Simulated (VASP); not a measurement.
# Cr (Im-3m) in VASP: further runs, part 2 of 2

VASP 6.6.1. Earlier steps stand in the parts before.

## 3. Single point, LDA

The input, INCAR:

```
PREC = Accurate
ENCUT = 520
EDIFF = 1E-7
ISMEAR = 0
SIGMA = 0.05
LREAL = F
LASPH = T
NELM = 80
ALGO = Fast
ISIF = 2
LWAVE = F
LCHARG = F
GGA = CA
NBANDS = 12
```

The input, KPOINTS:

```
regular mesh
0
Gamma
  22 22 22
```

The input, POSCAR:

```
Cr
1.0
   -1.3942323889      1.3942323889      1.3942323889
    1.3942323889     -1.3942323889      1.3942323889
    1.3942323889      1.3942323889     -1.3942323889
Cr
1
Direct
    0.0000000000      0.0000000000      0.0000000000
```

Potentials or basis: VASP PAW LDA potentials, release 64 (Cr_pv).

Run with:

```sh
$ cat potpaw_LDA.64/Cr_pv/POTCAR > POTCAR
$ mpirun -np 1 vasp_std > vasp.out
```

OUTCAR:

```text
PREC = Accurate
   ENCUT = 520
   EDIFF = 1E-7
   ISMEAR = 0
   LREAL = F
   LASPH = T
   NELM = 80
   ISIF = 2
   GGA = CA

 ion  position               nearest neighbor table
   1  0.000  0.000  0.000-

  LATTYP: Found a body centered cubic cell.
 ALAT       =     2.7884647778

  Lattice vectors:

 A1 = (  -1.3942323889,   1.3942323889,   1.3942323889)
 A2 = (   1.3942323889,  -1.3942323889,   1.3942323889)
 A3 = (   1.3942323889,   1.3942323889,  -1.3942323889)

Analysis of symmetry for initial positions (statically):
=====================================================================
 Subroutine PRICEL returns:
 Original cell was already a primitive cell.

 Routine SETGRP: Setting up the symmetry group for a
 body centered cubic supercell.

 Subroutine GETGRP returns: Found 48 space group operations
 (whereof 48 operations were pure point group operations)
 out of a pool of 48 trial point group operations.

The static configuration has the point symmetry O_h .

Analysis of symmetry for dynamics (positions and initial velocities):
=====================================================================
 Subroutine PRICEL returns:
 Original cell was already a primitive cell.

 Routine SETGRP: Setting up the symmetry group for a
 body centered cubic supercell.

 Subroutine GETGRP returns: Found 48 space group operations
 (whereof 48 operations were pure point group operations)
 out of a pool of 48 trial point group operations.

The dynamic configuration has the point symmetry O_h .

 Subroutine INISYM returns: Found 48 space group operations
 (whereof 48 operations are pure point group operations),
 and found     1 'primitive' translations

----------------------------------------------------------------------------------------

                                     Primitive cell

  volume of cell :      10.8409

  direct lattice vectors                    reciprocal lattice vectors
    -1.394232389  1.394232389  1.394232389     0.000000000  0.358620273  0.358620273
     1.394232389 -1.394232389  1.394232389     0.358620273  0.000000000  0.358620273
     1.394232389  1.394232389 -1.394232389     0.358620273  0.358620273  0.000000000

  length of vectors
     2.414881335  2.414881335  2.414881335     0.507165654  0.507165654  0.507165654

  position of ions in fractional coordinates (direct lattice)
     0.000000000  0.000000000  0.000000000

  ion indices of the primitive-cell ions
   primitive index   ion index
                 1           1

----------------------------------------------------------------------------------------

 KPOINTS: regular mesh

Automatic generation of k-mesh.
 Grid dimensions read from file:
 generate k-points for:   22   22   22

 Generating k-lattice:

  Cartesian coordinates                     Fractional coordinates (reciprocal lattice)
     0.000000000  0.016300922  0.016300922     0.045454545  0.000000000  0.000000000
     0.016300922  0.000000000  0.016300922     0.000000000  0.045454545  0.000000000
     0.016300922  0.016300922  0.000000000     0.000000000  0.000000000  0.045454545

  Length of vectors
     0.023052984  0.023052984  0.023052984

  Shift w.r.t. Gamma in fractional coordinates (k-lattice)
     0.000000000  0.000000000  0.000000000

 Subroutine IBZKPT returns following result:
 ===========================================

 Found    328 irreducible k-points:

 Following reciprocal coordinates:
            Coordinates               Weight
  0.000000  0.000000  0.000000      1.000000
  0.045455  0.000000  0.000000     12.000000
  0.090909  0.000000  0.000000     12.000000
  0.136364  0.000000  0.000000     12.000000
  0.181818  0.000000  0.000000     12.000000
  0.227273  0.000000  0.000000     12.000000
[... 16 lines left out ...]
  0.090909  0.090909  0.000000     24.000000
  0.136364  0.090909  0.000000     48.000000
 [... further k-points ...]
   k-points           NKPTS =    328   k-points in BZ     NKDIM =    328   number of bands    NBANDS=     12
   number of dos      NEDOS =    301   number of ions     NIONS =      1
   total plane-waves  NPLWV =   5832
   dimension x,y,z NGX =    18 NGY =   18 NGZ =   18
   dimension x,y,z NGXF=    36 NGYF=   36 NGZF=   36
   ions per type =               1
   NGX,Y,Z   is equivalent  to a cutoff of  12.39, 12.39, 12.39 a.u.
   NGXF,Y,Z  is equivalent  to a cutoff of  24.78, 24.78, 24.78 a.u.
 SYSTEM =  unknown system
   PREC   = accura    normal or accurate (medium, high low for compatibility)
   ISTART =      0    job   : 0-new  1-cont  2-samecut
   ICHARG =      2    charge: 1-file 2-atom 10-const
   ISPIN  =      1    spin polarized calculation?
   LNONCOLLINEAR =      F non collinear calculations
   LSORBIT =      F    spin-orbit coupling
   LASPH  =      T    aspherical Exc in radial PAW
   ENCUT  =  520.0 eV  38.22 Ry    6.18 a.u.   4.49  4.49  4.49*2*pi/ulx,y,z
   NELM   =     80;   NELMIN=  2; NELMDL= -5     # of ELM steps
   EDIFF  = 0.1E-06   stopping-criterion for ELM
   LREAL  =      F    real-space projection
   EDIFFG = 0.1E-05   stopping-criterion for IOM
   NSW    =      0    number of steps for IOM
   IBRION =     -1    ionic relax: 0-MD 1-quasi-New 2-CG
   NFREE  =      0    steps in history (QN), initial steepest desc. (CG)
   ISIF   =      2    stress and relaxation
   ISYM   =      2    0-nonsym 1-usesym 2-fastsym
   POTIM  = 0.5000    time-step for ionic-motion
   TEBEG  =    0.0;   TEEND  =   0.0 temperature during run
   PSTRESS=    0.0 pullay stress
   NELECT =      12.0000    total number of electrons
   NUPDOWN=      -1.0000    fix difference up-down
   EMIN   =  10.00;   EMAX   =-10.00  energy-range for DOS
   EFERMI =   0.00;   METHOD = LEGACY
   ISMEAR =     0;   SIGMA  =   0.05  broadening in eV -4-tet -1-fermi 0-gaus
   EFERMI_NEDOS =   21; number of points for ismear=-14 and -15
   IALGO  =     68    algorithm
   IMIX   =      4    mixing-type and parameters
     AMIX     =   0.40;   BMIX     =  1.00
     AMIX_MAG =   1.60;   BMIX_MAG =  1.00
  volume/ion in A,a.u.               =      10.84        73.16
  Fermi-wavevector in a.u.,A,eV,Ry     =   1.693480  3.200213 39.019803  2.867875
  Thomas-Fermi vector in A             =   2.774878
   LORBIT       =      0    0 simple, 1 ext, 2 COOP (PROOUT), +10 PAW based schemes
   GGA     = CA    functional components
   LHFCALC =     F    Hartree Fock is set to
   AEXX    =    0.0000 exact exchange contribution
   IVDW    =     0    specifies the selected vdW correction
   LEPSILON=     F    determine dielectric tensor
   LRPA    =     F    only Hartree local field effects (RPA)
 non-spin polarized calculation
 RMM-DIIS sequential band-by-band and
 Gauss-broadening in eV      SIGMA  =   0.05
  energy-cutoff  :      520.00
  volume of cell :       10.84
 maximum number of plane-waves:       321
 NGX is ok and might be reduce to    18
   NGX =  9   NGY =  9   NGZ =  9

 number of electron      12.0000011 magnetization

 Free energy of the ion-electron system (eV)
  ---------------------------------------------------
  ext. energy  EPLUGINS =         0.00000000
  ---------------------------------------------------
  free energy    TOTEN  =       -10.62727796 eV

  energy without entropy =      -10.62600220  energy(sigma->0) =      -10.62664008

 E-fermi :  11.7387     XC(G=0): -14.3778

 val. band max:       11.7274620200   @ k =  -0.1818   0.2273   0.0909
 cond. band min:      11.7458350257   @ k =  -0.4091   0.4545   0.2727
 fundamental gap:      0.0183730057
 Fermi energy:        11.7387131982

 k-point     1 :       0.0000    0.0000    0.0000
  band No.  band energies     occupation
      1     -30.5148      2.00000
      2     -30.5148      2.00000
      3     -30.5148      2.00000
      4       3.7273      2.00000
      5      10.7234      2.00000
      6      10.7234      2.00000
      7      10.7234      2.00000
      8      12.9018      0.00000
      9      12.9018      0.00000
     10      17.1135      0.00000
     11      34.5541      0.00000
     12      34.5541      0.00000
[... 331 lines left out ...]
 k-point    24 :       0.1364    0.0909    0.0000
  band No.  band energies     occupation
      1     -30.9148      2.00000
      2     -30.6170      2.00000
      3     -30.5458      2.00000
      4       5.3926      2.00000
      5      10.1811      2.00000
      6      10.3224      2.00000
      7      12.0144      0.00000
      8      12.4129      0.00000
      9      13.0490      0.00000
     10      17.1134      0.00000
     11      31.6130      0.00000
     12      32.9376      0.00000

 [... further k-points ...]
[... 5 lines left out ...]
  --------------------------------------------------------------------------------------
  -------------------------------------------------------------------------------------
  Total        0.0109911      0.0109911      0.0109911     -0.0000000      0.0000000      0.0000000
  in kB        1.6243686      1.6243686      1.6243686     -0.0000000      0.0000000      0.0000000
  external PRESSURE =       1.6243686 kB  Pullay stress =       0.0000000 kB

 VOLUME and BASIS-vectors are now :
 -----------------------------------------------------------------------------
  energy-cutoff  :      520.00
  volume of cell :       10.84
      direct lattice vectors                 reciprocal lattice vectors
    -1.394232389  1.394232389  1.394232389     0.000000000  0.358620273  0.358620273
     1.394232389 -1.394232389  1.394232389     0.358620273  0.000000000  0.358620273
     1.394232389  1.394232389 -1.394232389     0.358620273  0.358620273  0.000000000

 POSITION                                       TOTAL-FORCE (eV/Angst)
 -----------------------------------------------------------------------------------
      0.00000      0.00000      0.00000        -0.000000     -0.000000      0.000000
 -----------------------------------------------------------------------------------
    total drift:                               -0.000000     -0.000000      0.000000

  FREE ENERGIE OF THE ION-ELECTRON SYSTEM (eV)
  ---------------------------------------------------
  free  energy   TOTEN  =       -10.6272779564 eV

  energy  without entropy=      -10.6260021969  energy(sigma->0) =      -10.62664008
```

OSZICAR:

```text
N       E                     dE             d eps       ncg     rms          rms(c)
DAV:   1     0.777005924692E+02    0.77701E+02   -0.70634E+03  7988   0.121E+03
DAV:   2    -0.110608940573E+02   -0.88761E+02   -0.85055E+02  8080   0.297E+02
DAV:   3    -0.122866966483E+02   -0.12258E+01   -0.12213E+01  8536   0.418E+01
DAV:   4    -0.122927010315E+02   -0.60044E-02   -0.60043E-02  8428   0.292E+00
DAV:   5    -0.122927696348E+02   -0.68603E-04   -0.68605E-04  8432   0.288E-01    0.119E+01
RMM:   6    -0.106673614167E+02    0.16254E+01   -0.37975E+00  8464   0.232E+01    0.143E+00
RMM:   7    -0.106420532673E+02    0.25308E-01   -0.61041E-02  8712   0.305E+00    0.810E-01
RMM:   8    -0.106275569939E+02    0.14496E-01   -0.83342E-03  9034   0.112E+00    0.191E-01
RMM:   9    -0.106272465087E+02    0.31049E-03   -0.19785E-03  9092   0.662E-01    0.183E-02
RMM:  10    -0.106272713236E+02   -0.24815E-04   -0.22548E-04  9433   0.227E-01    0.900E-03
RMM:  11    -0.106272772854E+02   -0.59618E-05   -0.40535E-05  9542   0.966E-02    0.652E-03
RMM:  12    -0.106272775887E+02   -0.30332E-06   -0.12777E-05  9499   0.510E-02    0.212E-03
RMM:  13    -0.106272779071E+02   -0.31837E-06   -0.36616E-06  7980   0.239E-02    0.959E-04
RMM:  14    -0.106272779564E+02   -0.49280E-07   -0.50770E-07  5899   0.727E-03
   1 F= -.10627278E+02 E0= -.10626640E+02  d E =-.127576E-02
```

Wall time 52 s (1 thread of AMD EPYC 7R43 (Zen 3), shared host); peak memory 0.11 GiB.

What came out:

| Property | Result |
| --- | --- |
| Free energy | -10.6273 eV |
| Pressure | 0.2 GPa |
| Band gap on the k mesh | zero (band 6 reaches 14.43 eV, above the bottom of band 7 at 10.72 eV) |

Caveat: the run has no spin polarisation, though such a crystal can be magnetic.

## 4. Single point, LDA (volume scaled by 1.020)

The input, INCAR:

```
SYSTEM = Cr
ALGO = Fast
EDIFF = 1E-6
ENCUT = 520
GGA = CA
ISIF = 2
ISMEAR = 0
LASPH = .True.
LCHARG = .True.
LELF = .True.
LREAL = .False.
LVHAR = .True.
LWAVE = .False.
NBANDS = 12
NELM = 80
PREC = Accurate
SIGMA = 0.05
```

The input, KPOINTS:

```
k-points
0
Gamma
  22 22 22
  0 0 0
```

The input, POSCAR:

```
Cr
1.0
   -1.4034659851      1.4034659851      1.4034659851
    1.4034659851     -1.4034659851      1.4034659851
    1.4034659851      1.4034659851     -1.4034659851
Cr
1
Direct
    0.0000000000      0.0000000000      0.0000000000
```

Run with:

```sh
$ cat potpaw_LDA.64/Cr_pv/POTCAR > POTCAR
$ mpirun -np 1 vasp_std > vasp.out
```

Wall time 51 s (1 thread of AMD EPYC 7R43 (Zen 3), shared host); peak memory 0.11 GiB.

Results (log left out):

| Property | Result |
| --- | --- |
| Free energy | -10.6235 eV |
| Pressure | -5.6 GPa |
| Band gap on the k mesh | zero (band 6 reaches 14.05 eV, above the bottom of band 7 at 10.45 eV) |

Levels at points of the mesh, in eV from the Fermi level:
```tsv
k point	band 2	band 3	band 4	band 5	band 6	band 7	band 8	band 9	band 10	band 11
(0.00, 0.00, 0.00)	-42.28	-42.28	-7.95	-0.99	-0.99	-0.99	1.13	1.13	5.36	22.66
(0.50, 0.00, 0.00)	-42.62	-42.29	-4.67	-2.63	1.16	1.32	1.50	3.04	5.36	10.48
(0.50, 0.50, 0.50)	-43.02	-43.02	-4.64	-4.64	2.61	2.61	2.61	5.36	11.01	11.01
```

Caveat: the run has no spin polarisation, though such a crystal can be magnetic. Spin polarisation is off, so any magnetic state and its effect on volume and gap are missing.

## 5. Single point, LDA (volume scaled by 1.040)

The input, INCAR:

```
SYSTEM = Cr
PREC = Accurate ; ENCUT = 520
EDIFF = 1E-7 ; ISMEAR = 0
SIGMA = 0.05 ; LREAL = .FALSE.
LASPH = .TRUE. ; NELM = 100
ALGO = Normal ; ISIF = 2
LWAVE = .FALSE. ; LCHARG = .FALSE.
GGA = CA ; NBANDS = 12
```

The input, KPOINTS:

```
regular mesh
0
G
  22 22 22
  0 0 0
```

The input, POSCAR:

```
Cr
1.0
   -1.4125796559      1.4125796559      1.4125796559
    1.4125796559     -1.4125796559      1.4125796559
    1.4125796559      1.4125796559     -1.4125796559
Cr
1
Direct
    0.0000000000      0.0000000000      0.0000000000
```

Run with:

```sh
$ cat potpaw_LDA.64/Cr_pv/POTCAR > POTCAR
$ mpirun -np 1 vasp_std > vasp.out
```

It took 51 s on 1 thread of AMD EPYC 7R43 (Zen 3), shared host; peak memory 0.11 GiB.

The run converged. Its results:

```yaml
Free_energy: -10.6124 eV
Pressure: -10.9 GPa
Band_gap_on_the_k_mesh: zero (band 6 reaches 13.70 eV, above the bottom of band 7 at 10.19 eV)
```

Levels at points of the mesh, in eV from the Fermi level:
```
           k point  band 2  band 3  band 4  band 5  band 6  band 7  band 8  band 9  band 10  band 11
(0.00, 0.00, 0.00)  -42.31  -42.31   -7.88   -0.96   -0.96   -0.96    1.11    1.11     5.35    22.52
(0.50, 0.00, 0.00)  -42.63  -42.32   -4.57   -2.56    1.13    1.26    1.46    2.95     5.34    10.23
(0.50, 0.50, 0.50)  -43.01  -43.01   -4.51   -4.51    2.54    2.54    2.54    5.35    10.82    10.82
```

Caveat: the run has no spin polarisation, though such a crystal can be magnetic. Spin polarisation is off, so any magnetic state and its effect on volume and gap are missing.

## 6. The runs side by side

| cell | gap on the mesh (eV) | pressure (GPa) |
| --- | --- | --- |
| a = 2.415 Å, angles 109.5°, 1 atom | none | 0.2 |
| a = 2.431 Å, angles 109.5°, 1 atom | none | -5.6 |
| a = 2.447 Å, angles 109.5°, 1 atom | none | -10.9 |

Alike in all rows: task single point; level LDA; potentials or basis VASP PAW LDA potentials, release 64 (Cr_pv); no spin polarisation; k mesh 22 × 22 × 22; cutoff (eV) 520; smearing gaussian 0.05 eV.

Caveats: the run has no spin polarisation, though such a crystal can be magnetic.

Absolute energies hang on the potentials; compare differences alone.
